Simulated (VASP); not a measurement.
Wanted: the native input for a VASP 6.6.1 run.

```
Task                   : single point
Functional             : PBEsol
Potentials or basis    : VASP PAW PBE potentials, release 64 (Si, N)
Cutoff                 : 520 eV
k mesh                 : 2 × 2 × 2
Occupations            : fermi-dirac, width 0.05 eV
Spin                   : collinear spin, ferromagnetic start
Starting moments       : [0.0, 0.0, 0.0, 0.0, 0.0, 0.0, 0.0, 0.0, 0.0, 0.0, 0.0, 0.0, 0.0, 0.0, 0.0, 0.0, 1.0] μB
Dipole correction      : no
Further INCAR settings : LREAL = Auto; ALGO = Normal; EDIFF = 1e-06; NBANDS = 52
```

The structure of Si16N (a cell with a defect) lies in POSCAR:

```
Si16N
1.0
    0.0000000000      5.4300000000      5.4300000000
    5.4300000000      0.0000000000      5.4300000000
    5.4300000000      5.4300000000      0.0000000000
Si N
16 1
Direct
    0.0576243094      0.0312154696     -0.1392817680
    0.0725046041      0.1377532228      0.0869244936
   -0.0444751381      0.0355432781      0.4785451197
    0.0839042357      0.2368876611      0.5411602210
   -0.0051012891      0.5146040516     -0.0159484346
    0.0970257827      0.5700092081      0.1730478821
   -0.0633793738      0.5607826888      0.5192173112
    0.1153867403      0.6737845304      0.6176703499
    0.4769705341      0.0394935543     -0.0227163904
    0.6638029466      0.1147053407      0.0644106814
    0.4496500921      0.0406813996      0.4426703499
    0.5754880295      0.1441620626      0.6194843462
    0.4749907919      0.4876979742      0.0125966851
    0.6381215470      0.6569797422      0.0801841621
    0.4999355433      0.5295488029      0.4679834254
    0.5816758748      0.6908655617      0.6103314917
    1.2456537753      0.7526151013      0.9375506446
```

The input as run:

INCAR

```
ALGO = Normal
EDIFF = 1E-6
ENCUT = 520
GGA = PS
ISIF = 2
ISMEAR = -1
ISPIN = 2
LASPH = True
LCHARG = False
LORBIT = 11
LREAL = Auto
LWAVE = False
MAGMOM = 0 0 0 0 0 0 0 0 0 0 0 0 0 0 0 0 1
NBANDS = 52
NELM = 150
PREC = Accurate
SIGMA = 0.05
```

KPOINTS

```
k-points
0
Gamma
  2 2 2
```

Potentials or basis: VASP PAW PBE potentials, release 64 (Si, N).

Launch:

```bash
$ cat potpaw_PBE.64/Si/POTCAR potpaw_PBE.64/N/POTCAR > POTCAR
$ mpirun -np 1 vasp_std > vasp.out
```

Results of the run:

- Pressure: 0.4 GPa
- Largest force: 4.764 eV/Å
- Net moment: 0.00 μB per cell
- Valence electrons inside the program's atomic spheres: Si 1.65, 1.63, 1.77, 1.74, 1.67, 1.69, 1.66, 1.56 (each value once); N 3.67

Caveat: the k points lie up to 0.50 Å⁻¹ apart; the atoms stand as in a frame of molecular dynamics; the PAW data sets were made with another functional, which shifts forces and pressure a little.

It took 7.7 min on 1 thread of Oxide Virtual Turin-like Processor, with other jobs on the host, peak memory 0.68 GiB.
